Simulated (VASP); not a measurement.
Set up this calculation in VASP 6.6.1, as the native input.

```
Task                   : relaxation of cell and atoms
Functional             : PBEsol
Potentials or basis    : VASP PAW PBE potentials, release 64 (Na_pv)
Cutoff                 : 500 eV
k mesh                 : 10 × 10 × 10
Occupations            : gaussian, width 0.1 eV
Spin                   : no spin polarisation
Target pressure        : 101 GPa
Dipole correction      : no
Further INCAR settings : ALGO = Normal; EDIFF = 1e-07; IBRION = 2; EDIFFG = -0.05; NSW = 80; ISIF = 3
```

The structure of Na lies in POSCAR:

```
Na
1.0
    0.0000000000      1.7300000000      1.7300000000
    1.7300000000      0.0000000000      1.7300000000
    1.7300000000      1.7300000000      0.0000000000
Na
1
Direct
    0.0000000000      0.0000000000      0.0000000000
```

This isn't the form of Na at room conditions, which is bcc.

The input as run:

INCAR

```
SYSTEM = Na
PREC = Accurate
ENCUT = 500
EDIFF = 1E-7
ISMEAR = 0
SIGMA = 0.1
LREAL = .False.
LASPH = .True.
NELM = 120
ALGO = Normal
ISIF = 3
LWAVE = .False.
LCHARG = .False.
GGA = PS
IBRION = 2
NSW = 80
EDIFFG = -0.05
PSTRESS = 1010.0
GGA_COMPAT = .False.
NELMIN = 4
```

KPOINTS

```
Automatic mesh
0
Gamma
  10 10 10
  0 0 0
```

Potentials or basis: VASP PAW PBE potentials, release 64 (Na_pv).

Command:

```bash
$ cat potpaw_PBE.64/Na_pv/POTCAR > POTCAR
$ mpirun -np 1 vasp_std > vasp.out
```

It gave:

- Relaxed volume: 10.60 Å³/atom
- Relaxed cell: a = 2.466 Å, b = 2.466 Å, c = 2.466 Å, α = 60.00°, β = 60.00°, γ = 60.00°
- Space group after relaxing (to 0.1 Å): Fm-3m (No. 225)
- Energy change on relaxing (the run minimises the enthalpy): -159.4 meV/atom
- Ionic steps: 3
- Pressure after relaxing: 100.9 GPa
- Band gap on the k mesh: zero (an odd number of electrons rules out a gap without spin polarisation)

Caveat: the cell is relaxed towards a set pressure, so the run minimises the enthalpy, not the energy; the PAW data sets were made with another functional, which shifts forces and pressure a little.

Run time: 4.8 s on 1 thread of Intel(R) Xeon(R) Platinum 8488C (Sapphire Rapids) (shared host), peak memory 0.11 GiB.
